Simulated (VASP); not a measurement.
A run of VASP 6.6.1 is set up as follows.

The input INCAR:

```
PREC = Accurate
ENCUT = 520
EDIFF = 1E-6
ISMEAR = -1
SIGMA = 0.05
LREAL = False
LASPH = True
NELM = 60
ALGO = Normal
ISIF = 2
LWAVE = False
LCHARG = True
GGA = PE
LELF = True
LVHAR = True
NBANDS = 18
```

File KPOINTS:

```
regular mesh
0
Gamma
  8 8 4
```

File POSCAR:

```
LiCl
1.0
    3.8447600896      0.0000000000      0.0000000000
   -1.9223800448      3.3296599091      0.0000000000
    0.0000000000      0.0000000000      6.2273866065
Cl Li
2 2
Direct
    0.3333333333      0.6666666667      0.9989840000
    0.6666666667      0.3333333333      0.4989840000
    0.3333333333      0.6666666667      0.3760170000
    0.6666666667      0.3333333333      0.8760170000
```

Potentials or basis: VASP PAW PBE potentials, release 64 (Cl, Li_sv).

The run is started by

```sh
$ cat potpaw_PBE.64/Cl/POTCAR potpaw_PBE.64/Li_sv/POTCAR > POTCAR
$ mpirun -np 1 vasp_std > vasp.out
```

Estimate the band gap on the k mesh.

6.15 eV, direct.

Estimate the largest force.

0.018 eV/Å.

Forces on the atoms (eV/Å):
```
Cl   0.000  0.000 -0.018
Cl   0.000  0.000 -0.018
Li   0.000  0.000  0.018
Li   0.000  0.000  0.018
```

 A k mesh can miss the band edges.
